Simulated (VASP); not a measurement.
# CsCl (Pm-3m) in VASP: a series of runs, part 2 of 2

VASP 6.6.1.

**3. Single point, PBE**

Contents of INCAR:

```
PREC = Accurate ; ENCUT = 500
EDIFF = 1E-6 ; ISMEAR = 0
SIGMA = 0.01 ; LREAL = False
LASPH = True ; NELM = 120
ALGO = Normal ; ISIF = 2
LWAVE = False ; LCHARG = True
GGA = PE ; LELF = True
LVHAR = True ; NBANDS = 15
GGA_COMPAT = False
```

Contents of KPOINTS:

```
Automatic mesh
0
Gamma
  4 4 4
```

Contents of POSCAR:

```
CsCl
1.0
    4.1368324570      0.0000000000      0.0000000000
    0.0000000000      4.1368324570      0.0000000000
    0.0000000000      0.0000000000      4.1368324570
Cs Cl
1 1
Direct
    0.0000000000      0.0000000000      0.0000000000
    0.5000000000      0.5000000000      0.5000000000
```

Potentials or basis: VASP PAW PBE potentials, release 64 (Cs_sv, Cl).

The run is started by

```console
$ cat potpaw_PBE.64/Cs_sv/POTCAR potpaw_PBE.64/Cl/POTCAR > POTCAR
$ mpirun -np 1 vasp_std > vasp.out
```

OUTCAR:

```text
PREC = Accurate
   ENCUT = 500
   EDIFF = 1E-6
   ISMEAR = 0
   LREAL = False
   LASPH = True
   NELM = 120
   ISIF = 2
   GGA = PE

 ion  position               nearest neighbor table
   1  0.000  0.000  0.000-
   2  0.500  0.500  0.500-

  LATTYP: Found a simple cubic cell.
 ALAT       =     4.1368324570

  Lattice vectors:

 A1 = (   4.1368324570,   0.0000000000,   0.0000000000)
 A2 = (   0.0000000000,   4.1368324570,   0.0000000000)
 A3 = (   0.0000000000,   0.0000000000,   4.1368324570)

Analysis of symmetry for initial positions (statically):
=====================================================================
 Subroutine PRICEL returns:
 Original cell was already a primitive cell.

 Routine SETGRP: Setting up the symmetry group for a
 simple cubic supercell.

 Subroutine GETGRP returns: Found 48 space group operations
 (whereof 48 operations were pure point group operations)
 out of a pool of 48 trial point group operations.

The static configuration has the point symmetry O_h .

Analysis of symmetry for dynamics (positions and initial velocities):
=====================================================================
 Subroutine PRICEL returns:
 Original cell was already a primitive cell.

 Routine SETGRP: Setting up the symmetry group for a
 simple cubic supercell.

 Subroutine GETGRP returns: Found 48 space group operations
 (whereof 48 operations were pure point group operations)
 out of a pool of 48 trial point group operations.

The dynamic configuration has the point symmetry O_h .

 Subroutine INISYM returns: Found 48 space group operations
 (whereof 48 operations are pure point group operations),
 and found     1 'primitive' translations

----------------------------------------------------------------------------------------

                                     Primitive cell

  volume of cell :      70.7952

  direct lattice vectors                    reciprocal lattice vectors
     4.136832457  0.000000000  0.000000000     0.241730844  0.000000000  0.000000000
     0.000000000  4.136832457  0.000000000     0.000000000  0.241730844  0.000000000
     0.000000000  0.000000000  4.136832457     0.000000000  0.000000000  0.241730844

  length of vectors
     4.136832457  4.136832457  4.136832457     0.241730844  0.241730844  0.241730844

  position of ions in fractional coordinates (direct lattice)
     0.000000000  0.000000000  0.000000000
     0.500000000  0.500000000  0.500000000

  ion indices of the primitive-cell ions
   primitive index   ion index
                 1           1
                 2           2

----------------------------------------------------------------------------------------

 KPOINTS: Automatic mesh

Automatic generation of k-mesh.
 Grid dimensions read from file:
 generate k-points for:    4    4    4

 Generating k-lattice:

  Cartesian coordinates                     Fractional coordinates (reciprocal lattice)
     0.060432711  0.000000000  0.000000000     0.250000000  0.000000000  0.000000000
     0.000000000  0.060432711  0.000000000     0.000000000  0.250000000  0.000000000
     0.000000000  0.000000000  0.060432711     0.000000000  0.000000000  0.250000000
[... 23 lines left out ...]
  0.500000  0.500000  0.500000      1.000000
   k-points           NKPTS =     10   k-points in BZ     NKDIM =     10   number of bands    NBANDS=     15
   number of dos      NEDOS =    301   number of ions     NIONS =      2
   total plane-waves  NPLWV =  27000
   dimension x,y,z NGX =    30 NGY =   30 NGZ =   30
   dimension x,y,z NGXF=    60 NGYF=   60 NGZF=   60
   ions per type =               1   1
   NGX,Y,Z   is equivalent  to a cutoff of  12.06, 12.06, 12.06 a.u.
   NGXF,Y,Z  is equivalent  to a cutoff of  24.11, 24.11, 24.11 a.u.
 SYSTEM =  unknown system
   PREC   = accura    normal or accurate (medium, high low for compatibility)
   ISTART =      0    job   : 0-new  1-cont  2-samecut
   ICHARG =      2    charge: 1-file 2-atom 10-const
   ISPIN  =      1    spin polarized calculation?
   LNONCOLLINEAR =      F non collinear calculations
   LSORBIT =      F    spin-orbit coupling
   LASPH  =      T    aspherical Exc in radial PAW
   ENCUT  =  500.0 eV  36.75 Ry    6.06 a.u.   7.54  7.54  7.54*2*pi/ulx,y,z
   NELM   =    120;   NELMIN=  2; NELMDL= -5     # of ELM steps
   EDIFF  = 0.1E-05   stopping-criterion for ELM
   LREAL  =      F    real-space projection
   EDIFFG = 0.1E-04   stopping-criterion for IOM
   NSW    =      0    number of steps for IOM
   IBRION =     -1    ionic relax: 0-MD 1-quasi-New 2-CG
   NFREE  =      0    steps in history (QN), initial steepest desc. (CG)
   ISIF   =      2    stress and relaxation
   ISYM   =      2    0-nonsym 1-usesym 2-fastsym
   POTIM  = 0.5000    time-step for ionic-motion
   TEBEG  =    0.0;   TEEND  =   0.0 temperature during run
   PSTRESS=    0.0 pullay stress
   NELECT =      16.0000    total number of electrons
   NUPDOWN=      -1.0000    fix difference up-down
   EMIN   =  10.00;   EMAX   =-10.00  energy-range for DOS
   EFERMI =   0.00;   METHOD = LEGACY
   ISMEAR =     0;   SIGMA  =   0.01  broadening in eV -4-tet -1-fermi 0-gaus
   EFERMI_NEDOS =   21; number of points for ismear=-14 and -15
   IALGO  =     38    algorithm
   IMIX   =      4    mixing-type and parameters
     AMIX     =   0.40;   BMIX     =  1.00
     AMIX_MAG =   1.60;   BMIX_MAG =  1.00
  volume/ion in A,a.u.               =      35.40       238.87
  Fermi-wavevector in a.u.,A,eV,Ry     =   0.997195  1.884426 13.529613  0.994398
  Thomas-Fermi vector in A             =   2.129335
   LORBIT       =      0    0 simple, 1 ext, 2 COOP (PROOUT), +10 PAW based schemes
   GGA     = PE    functional components
   LHFCALC =     F    Hartree Fock is set to
   AEXX    =    0.0000 exact exchange contribution
   IVDW    =     0    specifies the selected vdW correction
   LEPSILON=     F    determine dielectric tensor
   LRPA    =     F    only Hartree local field effects (RPA)
 non-spin polarized calculation
 Gauss-broadening in eV      SIGMA  =   0.01
  energy-cutoff  :      500.00
  volume of cell :       70.80
 maximum number of plane-waves:      1856
   NGX = 15   NGY = 15   NGZ = 15

 number of electron      15.9999998 magnetization

 Free energy of the ion-electron system (eV)
  ---------------------------------------------------
  ext. energy  EPLUGINS =         0.00000000
  ---------------------------------------------------
  free energy    TOTEN  =        -6.53082254 eV

  energy without entropy =       -6.53082254  energy(sigma->0) =       -6.53082254

 E-fermi :  -0.2522     XC(G=0):  -8.2109

 val. band max:       -0.3682430137   @ k =   0.0000   0.0000   0.0000
 cond. band min:       4.8462007522   @ k =   0.0000   0.0000   0.0000
 fundamental gap:      5.2144437658
 Fermi energy:        -0.2521596736

 k-point     1 :       0.0000    0.0000    0.0000
  band No.  band energies     occupation
      1     -19.7645      2.00000
      2     -12.5323      2.00000
      3      -6.2583      2.00000
      4      -6.2583      2.00000
      5      -6.2583      2.00000
      6      -0.3682      2.00000
      7      -0.3682      2.00000
      8      -0.3682      2.00000
      9       4.8462      0.00000
     10       5.0346      0.00000
     11       5.0346      0.00000
     12       9.6225      0.00000
     13       9.6225      0.00000
     14       9.6225      0.00000
[... 149 lines left out ...]
      2     -12.3691      2.00000
      3      -6.7780      2.00000
      4      -6.7780      2.00000
      5      -6.7780      2.00000
      6      -1.4395      2.00000
      7      -1.4395      2.00000
      8      -1.4395      2.00000
      9       8.0820      0.00000
     10       8.0820      0.00000
     11       8.0820      0.00000
     12      10.1015      0.00000
     13      10.1015      0.00000
     14      10.1015      0.00000
     15      12.0019      0.00000

------------------------ aborting loop because EDIFF is reached ----------------------------------------

  FORCE on cell =-STRESS in cart. coord.  units (eV):
  Direction    XX          YY          ZZ          XY          YZ          ZX
  --------------------------------------------------------------------------------------
  -------------------------------------------------------------------------------------
  Total        0.3684712      0.3684712      0.3684712      0.0000000      0.0000000      0.0000000
  in kB        8.3389292      8.3389292      8.3389292      0.0000000      0.0000000      0.0000000
  external PRESSURE =       8.3389292 kB  Pullay stress =       0.0000000 kB

 VOLUME and BASIS-vectors are now :
 -----------------------------------------------------------------------------
  energy-cutoff  :      500.00
  volume of cell :       70.80
      direct lattice vectors                 reciprocal lattice vectors
     4.136832457  0.000000000  0.000000000     0.241730844  0.000000000  0.000000000
     0.000000000  4.136832457  0.000000000     0.000000000  0.241730844  0.000000000
     0.000000000  0.000000000  4.136832457     0.000000000  0.000000000  0.241730844

 POSITION                                       TOTAL-FORCE (eV/Angst)
 -----------------------------------------------------------------------------------
      0.00000      0.00000      0.00000         0.000000      0.000000      0.000000
      2.06842      2.06842      2.06842         0.000000      0.000000      0.000000
 -----------------------------------------------------------------------------------
    total drift:                                0.000000      0.000000     -0.000000

  FREE ENERGIE OF THE ION-ELECTRON SYSTEM (eV)
  ---------------------------------------------------
  free  energy   TOTEN  =        -6.5308225372 eV

  energy  without entropy=       -6.5308225372  energy(sigma->0) =       -6.53082254
```

OSZICAR:

```text
N       E                     dE             d eps       ncg     rms          rms(c)
DAV:   1     0.907342575651E+02    0.90734E+02   -0.65817E+03   300   0.879E+02
DAV:   2    -0.526753110374E+00   -0.91261E+02   -0.82735E+02   451   0.160E+02
DAV:   3    -0.689195569249E+01   -0.63652E+01   -0.63495E+01   377   0.470E+01
DAV:   4    -0.694863681118E+01   -0.56681E-01   -0.56674E-01   363   0.544E+00
DAV:   5    -0.694937278804E+01   -0.73598E-03   -0.73597E-03   391   0.619E-01    0.233E+00
DAV:   6    -0.657488503147E+01    0.37449E+00   -0.42540E-01   377   0.367E+00    0.167E+00
DAV:   7    -0.652996531116E+01    0.44920E-01   -0.14264E-01   356   0.203E+00    0.111E+00
DAV:   8    -0.653091783560E+01   -0.95252E-03   -0.17887E-02   356   0.846E-01    0.216E-01
DAV:   9    -0.653058298662E+01    0.33485E-03   -0.23122E-03   370   0.259E-01    0.103E-01
DAV:  10    -0.653081473016E+01   -0.23174E-03   -0.34433E-04   377   0.130E-01    0.129E-02
DAV:  11    -0.653082246231E+01   -0.77322E-05   -0.17613E-05   370   0.283E-02    0.133E-02
DAV:  12    -0.653082253717E+01   -0.74859E-07   -0.80787E-06   384   0.171E-02
   1 F= -.65308225E+01 E0= -.65308225E+01  d E =-.793780E-62
```

It took 17 s on 1 thread of Intel Xeon 8259CL, shared host; peak memory 0.16 GiB.

What came out:

```yaml
Free_energy: -6.5308 eV
Pressure: 0.8 GPa
Band_gap_on_the_k_mesh: 5.21 eV, direct
```

Caveat: spin-orbit coupling is left out, which moves the levels of the heavy elements. Expect the measured gap to be larger: semilocal functionals such as PBE lack the derivative discontinuity.

**4. Single point, LDA**

Contents of INCAR:

```
SYSTEM = CsCl
PREC = Accurate ; ENCUT = 500
EDIFF = 1E-6 ; ISMEAR = 0
SIGMA = 0.01 ; LREAL = .False.
LASPH = .True. ; NELM = 120
ALGO = Normal ; ISIF = 2
LWAVE = .False. ; LCHARG = .False.
NBANDS = 15 ; GGA_COMPAT = .False.
```

Contents of KPOINTS:

```
regular mesh
0
Gamma
  4 4 4
  0 0 0
```

POSCAR is that of step 3.

Potentials or basis: VASP PAW LDA potentials, release 64 (Cs_sv, Cl).

The run is started by

```console
$ cat potpaw_LDA.64/Cs_sv/POTCAR potpaw_LDA.64/Cl/POTCAR > POTCAR
$ mpirun -np 1 vasp_std > vasp.out
```

OUTCAR:

```text
SYSTEM = CsCl
   PREC = Accurate
   ENCUT = 500
   EDIFF = 1E-6
   ISMEAR = 0
   LREAL = .False.
   LASPH = .True.
   NELM = 120
   ISIF = 2

 ion  position               nearest neighbor table
   1  0.000  0.000  0.000-
   2  0.500  0.500  0.500-

  LATTYP: Found a simple cubic cell.
 ALAT       =     4.1368324570

  Lattice vectors:

 A1 = (   4.1368324570,   0.0000000000,   0.0000000000)
 A2 = (   0.0000000000,   4.1368324570,   0.0000000000)
 A3 = (   0.0000000000,   0.0000000000,   4.1368324570)

Analysis of symmetry for initial positions (statically):
=====================================================================
 Subroutine PRICEL returns:
 Original cell was already a primitive cell.

 Routine SETGRP: Setting up the symmetry group for a
 simple cubic supercell.

 Subroutine GETGRP returns: Found 48 space group operations
 (whereof 48 operations were pure point group operations)
 out of a pool of 48 trial point group operations.

The static configuration has the point symmetry O_h .

Analysis of symmetry for dynamics (positions and initial velocities):
=====================================================================
 Subroutine PRICEL returns:
 Original cell was already a primitive cell.

 Routine SETGRP: Setting up the symmetry group for a
 simple cubic supercell.

 Subroutine GETGRP returns: Found 48 space group operations
 (whereof 48 operations were pure point group operations)
 out of a pool of 48 trial point group operations.

The dynamic configuration has the point symmetry O_h .

 Subroutine INISYM returns: Found 48 space group operations
 (whereof 48 operations are pure point group operations),
 and found     1 'primitive' translations

----------------------------------------------------------------------------------------
[... 103 lines left out ...]
   GGA     = CA    functional components
   LHFCALC =     F    Hartree Fock is set to
   AEXX    =    0.0000 exact exchange contribution
   IVDW    =     0    specifies the selected vdW correction
   LEPSILON=     F    determine dielectric tensor
   LRPA    =     F    only Hartree local field effects (RPA)
 non-spin polarized calculation
 Gauss-broadening in eV      SIGMA  =   0.01
  energy-cutoff  :      500.00
  volume of cell :       70.80
 maximum number of plane-waves:      1856
   NGX = 15   NGY = 15   NGZ = 15

 number of electron      16.0000001 magnetization

 Free energy of the ion-electron system (eV)
  ---------------------------------------------------
  ext. energy  EPLUGINS =         0.00000000
  ---------------------------------------------------
  free energy    TOTEN  =        -7.24933302 eV

  energy without entropy =       -7.24933302  energy(sigma->0) =       -7.24933302

 E-fermi :  -0.4833     XC(G=0):  -8.5793

 val. band max:       -0.5305306451   @ k =   0.0000   0.0000   0.0000
 cond. band min:       4.2745426333   @ k =   0.0000   0.0000   0.0000
 fundamental gap:      4.8050732784
 Fermi energy:        -0.4833378088

 k-point     1 :       0.0000    0.0000    0.0000
  band No.  band energies     occupation
      1     -19.8778      2.00000
      2     -12.6005      2.00000
      3      -6.3659      2.00000
      4      -6.3659      2.00000
      5      -6.3659      2.00000
      6      -0.5305      2.00000
      7      -0.5305      2.00000
      8      -0.5305      2.00000
      9       4.2745      0.00000
     10       4.5985      0.00000
     11       4.5985      0.00000
     12       9.3624      0.00000
     13       9.3624      0.00000
     14       9.3624      0.00000
[... 149 lines left out ...]
      2     -12.4271      2.00000
      3      -6.9127      2.00000
      4      -6.9127      2.00000
      5      -6.9127      2.00000
      6      -1.6653      2.00000
      7      -1.6653      2.00000
      8      -1.6653      2.00000
      9       7.7397      0.00000
     10       7.7397      0.00000
     11       7.7397      0.00000
     12       9.6221      0.00000
     13       9.6221      0.00000
     14       9.6221      0.00000
     15      11.8656      0.00000

------------------------ aborting loop because EDIFF is reached ----------------------------------------

  FORCE on cell =-STRESS in cart. coord.  units (eV):
  Direction    XX          YY          ZZ          XY          YZ          ZX
  --------------------------------------------------------------------------------------
  -------------------------------------------------------------------------------------
  Total       -0.9682438     -0.9682438     -0.9682438      0.0000000      0.0000000      0.0000000
  in kB      -21.9124800    -21.9124800    -21.9124800      0.0000000      0.0000000      0.0000000
  external PRESSURE =     -21.9124800 kB  Pullay stress =       0.0000000 kB

 VOLUME and BASIS-vectors are now :
 -----------------------------------------------------------------------------
  energy-cutoff  :      500.00
  volume of cell :       70.80
      direct lattice vectors                 reciprocal lattice vectors
     4.136832457  0.000000000  0.000000000     0.241730844  0.000000000  0.000000000
     0.000000000  4.136832457  0.000000000     0.000000000  0.241730844  0.000000000
     0.000000000  0.000000000  4.136832457     0.000000000  0.000000000  0.241730844

 POSITION                                       TOTAL-FORCE (eV/Angst)
 -----------------------------------------------------------------------------------
      0.00000      0.00000      0.00000         0.000000      0.000000      0.000000
      2.06842      2.06842      2.06842         0.000000      0.000000      0.000000
 -----------------------------------------------------------------------------------
    total drift:                                0.000000      0.000000      0.000000

  FREE ENERGIE OF THE ION-ELECTRON SYSTEM (eV)
  ---------------------------------------------------
  free  energy   TOTEN  =        -7.2493330237 eV

  energy  without entropy=       -7.2493330237  energy(sigma->0) =       -7.24933302
```

stdout:

```text
POSCAR found type information on POSCAR CsCl
 POSCAR found :  2 types and       2 ions
 scaLAPACK will be used
 LDA part: xc-table for (Slater(with rela. corr.)+CA(PZ))
 , standard interpolation
 POSCAR, INCAR and KPOINTS ok, starting setup
 FFT: planning ... GRIDC
 FFT: planning ... GRID_SOFT
 FFT: planning ... GRID
 WAVECAR not read
 entering main loop
```

Run time: 14 s. Hardware: 1 thread of Intel Xeon 8259CL, shared host; peak memory 0.15 GiB.

What came out:

- Free energy: -7.2493 eV
- Pressure: -2.2 GPa
- Band gap on the k mesh: 4.80 eV, direct

Levels at points of the mesh, in eV from the valence-band top:
```tsv
k point	band 5	band 6	band 7	band 8	band 9	band 10	band 11	band 12
(0.00, 0.00, 0.00)	-5.84	0.00	0.00	0.00	4.80	5.13	5.13	9.89
(0.50, 0.00, 0.00)	-5.69	-1.23	-0.24	-0.24	6.16	7.29	8.48	8.96
(0.50, 0.50, 0.00)	-5.60	-0.44	-0.44	-0.05	5.63	5.74	7.78	7.78
(0.50, 0.50, 0.50)	-6.38	-1.13	-1.13	-1.13	8.27	8.27	8.27	10.15
```

Caveat: spin-orbit coupling is left out, which moves the levels of the heavy elements.
